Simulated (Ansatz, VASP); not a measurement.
**Two plane-wave programs on AgCl**

```
CELL_PARAMETERS angstrom
0.00000 2.76827 2.76827
2.76827 0.00000 2.76827
2.76827 2.76827 0.00000
ATOMIC_POSITIONS crystal
Ag 0.50000 0.50000 0.50000
Cl 0.00000 0.00000 0.00000
```

Alike in both runs: task single point; functional PBEsol; k mesh 8 × 8 × 8; occupations gaussian, width 0.02 eV; no spin polarisation.

|  | VASP | Ansatz |
| --- | --- | --- |
| version | VASP 6.6.1 | Ansatz 0.2.0 |
| potentials or method | VASP PAW PBE potentials, release 64 (Ag, Cl), cutoff 500 eV | scalar-relativistic, plane waves, PAW |
| valence electrons in the cell | 18 | 26 |

```tsv
	VASP	Ansatz	Ansatz less VASP
gap on the k mesh at the Fermi level (eV)	0.73	0.73	+0.003
least direct gap on the mesh (eV)	3.06	3.06	+0.002
pressure (GPa)	-2.5	-2.4	+0.09
```

VASP's potentials were made for PBE, not for PBEsol. VASP's potentials hold 18 valence electrons a cell and Ansatz's 26, so a difference there can come from the potentials and not from the codes.
